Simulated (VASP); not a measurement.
# SiC (I-4m2) in VASP: further runs

SiC is run at these levels: r2SCAN; tasks: single point.

All numbers are computed with VASP 6.6.1; they aren't measurements. Logs are shortened: lines on timing, memory, paths and dates and some standing lists are left out, and cuts for length are marked.

### Step 1. The cell of the first run

Symmetry: I-4m2, No. 119, tetragonal system. The conventional cell has a = 3.157 Å, b = 3.157 Å, c = 4.138 Å, α = 90.00°, β = 90.00°, γ = 90.00°. Si (site symmetry -4m2) has 4 C at 1.89 Å within 2.5 Å. Within 2.5 Å of C (site symmetry -4m2) lie 4 Si at 1.89 Å.

### Step 2. Single point, r2SCAN (strain +0.025 along x and y, -0.050 along z)

The input, POSCAR:

```
SiC
1.0
    0.0000000000      2.2325986101      2.0692377362
    2.2325986101      0.0000000000      2.0692377362
    2.2325986101      2.2325986101      0.0000000000
Si C
1 1
Direct
    0.0000000000      0.0000000000      0.0000000000
    0.7500000000      0.7500000000      0.7500000000
```

The input, INCAR.step1:

```
  PREC = Accurate
  ENCUT = 520
  ISMEAR = 0
  SIGMA = 0.05
  LREAL = F
  LASPH = T
  NELM = 80
  NBANDS = 11
  GGA = PE
  ALGO = Normal
  EDIFF = 1E-4
  LWAVE = T
  LCHARG = F
```

The input, INCAR.step2:

```
  PREC = Accurate
  ENCUT = 520
  EDIFF = 1E-6
  ISMEAR = 0
  SIGMA = 0.05
  LREAL = F
  LASPH = T
  NELM = 80
  ALGO = Normal
  ISIF = 2
  LWAVE = F
  LCHARG = T
  METAGGA = R2SCAN
  LMIXTAU = T
  LELF = T
  LVHAR = T
  NBANDS = 11
  ISTART = 1
```

The input, KPOINTS:

```
regular mesh
0
Gamma
  10 10 10
```

Potentials or basis: VASP PAW PBE potentials, release 64 (Si, C).

On the command line:

```sh
$ cat potpaw_PBE.64/Si/POTCAR potpaw_PBE.64/C/POTCAR > POTCAR
$ cp INCAR.step1 INCAR
$ mpirun -np 1 vasp_std > vasp.out
$ cp INCAR.step2 INCAR
$ mpirun -np 1 vasp_std > vasp.out
```

OUTCAR:

```text
PREC = Accurate
   ENCUT = 520
   EDIFF = 1E-6
   ISMEAR = 0
   LREAL = F
   LASPH = T
   NELM = 80
   ISIF = 2
   METAGGA = R2SCAN
   ISTART = 1

 ion  position               nearest neighbor table
   1  0.000  0.000  0.000-   2 1.89   2 1.89   2 1.89   2 1.89
   2  0.750  0.750  0.750-   1 1.89   1 1.89   1 1.89   1 1.89

  LATTYP: Found a body centered tetragonal cell.
 ALAT       =     3.1573712337
 C/A-ratio  =     1.3107345212

  Lattice vectors:

 A1 = (   0.0000000000,  -2.2325986101,  -2.0692377362)
 A2 = (   0.0000000000,   2.2325986101,  -2.0692377362)
 A3 = (   2.2325986101,   0.0000000000,   2.0692377362)

Analysis of symmetry for initial positions (statically):
=====================================================================
 Subroutine PRICEL returns:
 Original cell was already a primitive cell.

 Routine SETGRP: Setting up the symmetry group for a
 body centered tetragonal supercell.

 Subroutine GETGRP returns: Found  8 space group operations
 (whereof  8 operations were pure point group operations)
 out of a pool of 16 trial point group operations.

The static configuration has the point symmetry D_2d.

Analysis of symmetry for dynamics (positions and initial velocities):
=====================================================================
 Subroutine PRICEL returns:
 Original cell was already a primitive cell.

 Routine SETGRP: Setting up the symmetry group for a
 body centered tetragonal supercell.

 Subroutine GETGRP returns: Found  8 space group operations
 (whereof  8 operations were pure point group operations)
 out of a pool of 16 trial point group operations.

The dynamic configuration has the point symmetry D_2d.

 Subroutine INISYM returns: Found  8 space group operations
 (whereof  8 operations are pure point group operations),
 and found     1 'primitive' translations

----------------------------------------------------------------------------------------

                                     Primitive cell

  volume of cell :      20.6282

  direct lattice vectors                    reciprocal lattice vectors
     0.000000000  2.232598610  2.069237736    -0.223954274  0.223954274  0.241634874
     2.232598610  0.000000000  2.069237736     0.223954274 -0.223954274  0.241634874
     2.232598610  2.232598610  0.000000000     0.223954274  0.223954274 -0.241634874

  length of vectors
     3.044050158  3.044050158  3.157371234     0.398369735  0.398369735  0.398369735

  position of ions in fractional coordinates (direct lattice)
     0.000000000  0.000000000  0.000000000
     0.750000000  0.750000000  0.750000000

  ion indices of the primitive-cell ions
   primitive index   ion index
                 1           1
                 2           2

----------------------------------------------------------------------------------------

 KPOINTS: regular mesh

Automatic generation of k-mesh.
 Grid dimensions read from file:
 generate k-points for:   10   10   10

 Generating k-lattice:

  Cartesian coordinates                     Fractional coordinates (reciprocal lattice)
    -0.022395427  0.022395427  0.024163487     0.100000000 -0.000000000  0.000000000
     0.022395427 -0.022395427  0.024163487    -0.000000000  0.100000000  0.000000000
     0.022395427  0.022395427 -0.024163487     0.000000000  0.000000000  0.100000000

  Length of vectors
     0.039836973  0.039836973  0.039836973

  Shift w.r.t. Gamma in fractional coordinates (k-lattice)
     0.000000000  0.000000000  0.000000000

 Subroutine IBZKPT returns following result:
 ===========================================

 Found    102 irreducible k-points:

 Following reciprocal coordinates:
            Coordinates               Weight
  0.000000  0.000000  0.000000      1.000000
  0.100000  0.000000  0.000000      8.000000
  0.200000  0.000000  0.000000      8.000000
  0.300000  0.000000  0.000000      8.000000
  0.400000 -0.000000  0.000000      8.000000
  0.500000  0.000000  0.000000      4.000000
[... 16 lines left out ...]
  0.300000  0.300000  0.000000      2.000000
  0.400000  0.300000  0.000000      8.000000
 [... further k-points ...]
   k-points           NKPTS =    102   k-points in BZ     NKDIM =    102   number of bands    NBANDS=     11
   number of dos      NEDOS =    301   number of ions     NIONS =      2
   total plane-waves  NPLWV =  13824
   dimension x,y,z NGX =    24 NGY =   24 NGZ =   24
   dimension x,y,z NGXF=    48 NGYF=   48 NGZF=   48
   ions per type =               1   1
   NGX,Y,Z   is equivalent  to a cutoff of  13.11, 13.11, 12.64 a.u.
   NGXF,Y,Z  is equivalent  to a cutoff of  26.21, 26.21, 25.27 a.u.
 SYSTEM =  unknown system
   PREC   = accura    normal or accurate (medium, high low for compatibility)
   ISTART =      1    job   : 0-new  1-cont  2-samecut
   ICHARG =      0    charge: 1-file 2-atom 10-const
   ISPIN  =      1    spin polarized calculation?
   LNONCOLLINEAR =      F non collinear calculations
   LSORBIT =      F    spin-orbit coupling
   LASPH  =      T    aspherical Exc in radial PAW
   ENCUT  =  520.0 eV  38.22 Ry    6.18 a.u.   5.66  5.66  5.87*2*pi/ulx,y,z
   NELM   =     80;   NELMIN=  2; NELMDL=  0     # of ELM steps
   EDIFF  = 0.1E-05   stopping-criterion for ELM
   LREAL  =      F    real-space projection
   EDIFFG = 0.1E-04   stopping-criterion for IOM
   NSW    =      0    number of steps for IOM
   IBRION =     -1    ionic relax: 0-MD 1-quasi-New 2-CG
   NFREE  =      0    steps in history (QN), initial steepest desc. (CG)
   ISIF   =      2    stress and relaxation
   ISYM   =      2    0-nonsym 1-usesym 2-fastsym
   POTIM  = 0.5000    time-step for ionic-motion
   TEBEG  =    0.0;   TEEND  =   0.0 temperature during run
   PSTRESS=    0.0 pullay stress
   NELECT =       8.0000    total number of electrons
   NUPDOWN=      -1.0000    fix difference up-down
   EMIN   =  10.00;   EMAX   =-10.00  energy-range for DOS
   EFERMI =   0.00;   METHOD = LEGACY
   ISMEAR =     0;   SIGMA  =   0.05  broadening in eV -4-tet -1-fermi 0-gaus
   EFERMI_NEDOS =   21; number of points for ismear=-14 and -15
   IALGO  =     38    algorithm
   IMIX   =      4    mixing-type and parameters
     AMIX     =   0.40;   BMIX     =  1.00
     AMIX_MAG =   1.60;   BMIX_MAG =  1.00
  volume/ion in A,a.u.               =      10.31        69.60
  Fermi-wavevector in a.u.,A,eV,Ry     =   1.193853  2.256055 19.392186  1.425285
  Thomas-Fermi vector in A             =   2.329858
   LORBIT       =      0    0 simple, 1 ext, 2 COOP (PROOUT), +10 PAW based schemes
   METAGGA = R2SCAN    functional components
   LHFCALC =     F    Hartree Fock is set to
   AEXX    =    0.0000 exact exchange contribution
   IVDW    =     0    specifies the selected vdW correction
   LEPSILON=     F    determine dielectric tensor
   LRPA    =     F    only Hartree local field effects (RPA)
 non-spin polarized calculation
 Gauss-broadening in eV      SIGMA  =   0.05
  energy-cutoff  :      520.00
  volume of cell :       20.63
 maximum number of plane-waves:       572
   NGX = 11   NGY = 11   NGZ = 11

 number of electron       8.0000001 magnetization

 Free energy of the ion-electron system (eV)
  ---------------------------------------------------
  ext. energy  EPLUGINS =         0.00000000
  ---------------------------------------------------
  free energy    TOTEN  =       -19.26424083 eV

  energy without entropy =      -19.26424083  energy(sigma->0) =      -19.26424083

 E-fermi :   8.5828     XC(G=0): -11.9540

 val. band max:        8.3587904072   @ k =   0.0000   0.0000   0.0000
 cond. band min:       9.3196953104   @ k =   0.5000   0.5000   0.0000
 fundamental gap:      0.9609049032
 Fermi energy:         8.5828182255

 k-point     1 :       0.0000    0.0000    0.0000
  band No.  band energies     occupation
      1      -8.1772      2.00000
      2       7.8834      2.00000
      3       7.8834      2.00000
      4       8.3588      2.00000
      5      14.8707      0.00000
      6      15.7620      0.00000
      7      16.0040      0.00000
      8      16.0040      0.00000
      9      22.0700      0.00000
     10      24.0994      0.00000
     11      25.4590      0.00000

 k-point     2 :       0.1000    0.0000    0.0000
  band No.  band energies     occupation
      1      -7.9736      2.00000
      2       6.9631      2.00000
      3       7.7051      2.00000
      4       8.1254      2.00000
      5      15.1097      0.00000
      6      15.9350      0.00000
      7      16.2144      0.00000
      8      16.4451      0.00000
      9      21.3947      0.00000
     10      22.8269      0.00000
     11      25.7801      0.00000

 k-point     3 :       0.2000    0.0000    0.0000
  band No.  band energies     occupation
      1      -7.3727      2.00000
      2       4.7796      2.00000
      3       7.2958      2.00000
      4       7.8543      2.00000
      5      14.6955      0.00000
      6      16.3376      0.00000
      7      16.6395      0.00000
      8      17.7100      0.00000
      9      21.2657      0.00000
     10      21.8708      0.00000
     11      25.0135      0.00000

 k-point     4 :       0.3000    0.0000    0.0000
  band No.  band energies     occupation
      1      -6.4156      2.00000
      2       2.3735      2.00000
      3       6.8715      2.00000
      4       7.5985      2.00000
      5      14.1649      0.00000
      6      15.9034      0.00000
      7      16.9494      0.00000
      8      18.7911      0.00000
      9      22.2694      0.00000
     10      22.7096      0.00000
     11      24.6985      0.00000
[... 239 lines left out ...]
 k-point    22 :      -0.2000    0.2000    0.0000
  band No.  band energies     occupation
      1      -6.1864      2.00000
      2       3.2370      2.00000
      3       5.1382      2.00000
      4       6.9047      2.00000
      5      14.5189      0.00000
      6      16.8340      0.00000
      7      16.8456      0.00000
      8      18.4520      0.00000
      9      20.1182      0.00000
     10      23.8790      0.00000
     11      28.8122      0.00000

 k-point    23 :       0.3000    0.3000    0.0000
  band No.  band energies     occupation
      1      -5.5967      2.00000
      2       3.9142      2.00000
      3       5.1124      2.00000
      4       5.1124      2.00000
      5      11.5290      0.00000
      6      13.6872      0.00000
      7      20.2629      0.00000
      8      20.2629      0.00000
      9      22.3194      0.00000
     10      25.1684      0.00000
     11      30.9991      0.00000

 k-point    24 :       0.4000    0.3000    0.0000
  band No.  band energies     occupation
      1      -4.6518      2.00000
      2       2.4913      2.00000
      3       4.6013      2.00000
      4       4.7891      2.00000
      5      11.0732      0.00000
      6      13.4446      0.00000
      7      20.5372      0.00000
      8      20.5772      0.00000
      9      23.5234      0.00000
     10      26.6894      0.00000
     11      30.7779      0.00000

 [... further k-points ...]

------------------------ aborting loop because EDIFF is reached ----------------------------------------

  FORCE on cell =-STRESS in cart. coord.  units (eV):
  Direction    XX          YY          ZZ          XY          YZ          ZX
  --------------------------------------------------------------------------------------
  -------------------------------------------------------------------------------------
  Total       -0.8056971     -0.8056971      1.5424366      0.0000000     -0.0000000      0.0000000
  in kB      -62.5778623    -62.5778623    119.7998308      0.0000000     -0.0000000      0.0000000
  external PRESSURE =      -1.7852979 kB  Pullay stress =       0.0000000 kB

 VOLUME and BASIS-vectors are now :
 -----------------------------------------------------------------------------
  energy-cutoff  :      520.00
  volume of cell :       20.63
      direct lattice vectors                 reciprocal lattice vectors
     0.000000000  2.232598610  2.069237736    -0.223954274  0.223954274  0.241634874
     2.232598610  0.000000000  2.069237736     0.223954274 -0.223954274  0.241634874
     2.232598610  2.232598610  0.000000000     0.223954274  0.223954274 -0.241634874

 POSITION                                       TOTAL-FORCE (eV/Angst)
 -----------------------------------------------------------------------------------
      0.00000      0.00000      0.00000         0.000000      0.000000      0.000000
      3.34890      3.34890      3.10386        -0.000000     -0.000000      0.000000
 -----------------------------------------------------------------------------------
    total drift:                                0.000001      0.000001      0.000000

  FREE ENERGIE OF THE ION-ELECTRON SYSTEM (eV)
  ---------------------------------------------------
  free  energy   TOTEN  =       -19.2642408268 eV

  energy  without entropy=      -19.2642408268  energy(sigma->0) =      -19.26424083
```

It took 49 s on 1 thread of Intel Xeon Platinum 8488C (Sapphire Rapids), shared host; peak memory 0.15 GiB.

What came out:

| Item | Value |
| --- | --- |
| Free energy | -19.2642 eV |
| Pressure | -0.2 GPa |
| Band gap on the k mesh | 0.96 eV, indirect (least direct gap 4.98 eV) |

Stress tensor (GPa, compression positive):
```
-6.26  0.00  0.00
 0.00 -6.26  0.00
 0.00  0.00 11.98
```

Levels at points of the mesh, in eV from the valence-band top:
```csv
k point,band 1,band 2,band 3,band 4,band 5,band 6,band 7,band 8
"(0.00, 0.00, 0.00)",-16.54,-0.48,-0.48,0.00,6.51,7.40,7.65,7.65
"(0.50, 0.00, 0.00)",-12.88,-9.16,-1.89,-0.99,5.29,6.86,8.45,10.75
"(0.50, 0.50, 0.00)",-11.02,-7.73,-4.22,-4.22,0.96,3.59,14.59,14.59
"(0.50, 0.00, 0.50)",-11.62,-8.71,-3.41,-3.31,1.68,4.98,13.67,15.09
```

Caveat: the cell differs from its parent crystal (strain +0.025 along x and y, -0.050 along z); the PAW data sets were made with another functional, which shifts forces and pressure a little. A k mesh can miss the band edges.

### Step 3. Single point, r2SCAN (strain +0.025 along x and y, -0.025 along z)

The input, POSCAR:

```
SiC
1.0
    0.0000000000      2.2325986101      2.1236913609
    2.2325986101      0.0000000000      2.1236913609
    2.2325986101      2.2325986101      0.0000000000
Si C
1 1
Direct
    0.0000000000      0.0000000000      0.0000000000
    0.7500000000      0.7500000000      0.7500000000
```

INCAR.step1 is that of step 2.

The input, INCAR.step2:

```
  PREC = Accurate
  ENCUT = 520
  EDIFF = 1E-7
  ISMEAR = 0
  SIGMA = 0.05
  LREAL = F
  LASPH = T
  NELM = 80
  ALGO = Normal
  ISIF = 2
  LWAVE = F
  LCHARG = F
  METAGGA = R2SCAN
  LMIXTAU = T
  NBANDS = 11
  ISTART = 1
```

KPOINTS is that of step 2.

Potentials or basis: VASP PAW PBE potentials, release 64 (Si, C).

On the command line:

```sh
$ cat potpaw_PBE.64/Si/POTCAR potpaw_PBE.64/C/POTCAR > POTCAR
$ cp INCAR.step1 INCAR
$ mpirun -np 1 vasp_std > vasp.out
$ cp INCAR.step2 INCAR
$ mpirun -np 1 vasp_std > vasp.out
```

Run time: 78 s. Hardware: 1 thread of Intel Xeon Platinum 8488C (Sapphire Rapids), shared host; peak memory 0.15 GiB.

Results (log left out):

| Property | Result |
| --- | --- |
| Free energy | -19.2895 eV |
| Pressure | -5.5 GPa |
| Band gap on the k mesh | 1.23 eV, indirect (least direct gap 4.97 eV) |

Stress tensor (GPa, compression positive):
```
-9.75  0.00  0.00
 0.00 -9.75  0.00
 0.00  0.00  2.87
```

Levels at points of the mesh, in eV from the valence-band top:
```tsv
k point	band 2	band 3	band 4	band 5	band 6	band 7
(0.00, 0.00, 0.00)	-0.32	-0.32	0.00	6.31	7.36	7.52
(0.50, 0.00, 0.00)	-8.91	-1.62	-1.03	5.36	7.06	8.01
(0.50, 0.50, 0.00)	-7.78	-3.87	-3.87	1.23	3.91	14.48
(0.50, 0.00, 0.50)	-8.41	-3.35	-3.28	1.69	4.82	13.88
```

Caveat: the cell differs from its parent crystal (strain +0.025 along x and y, -0.025 along z); the PAW data sets were made with another functional, which shifts forces and pressure a little.

(Continued in part 2 of 2.)
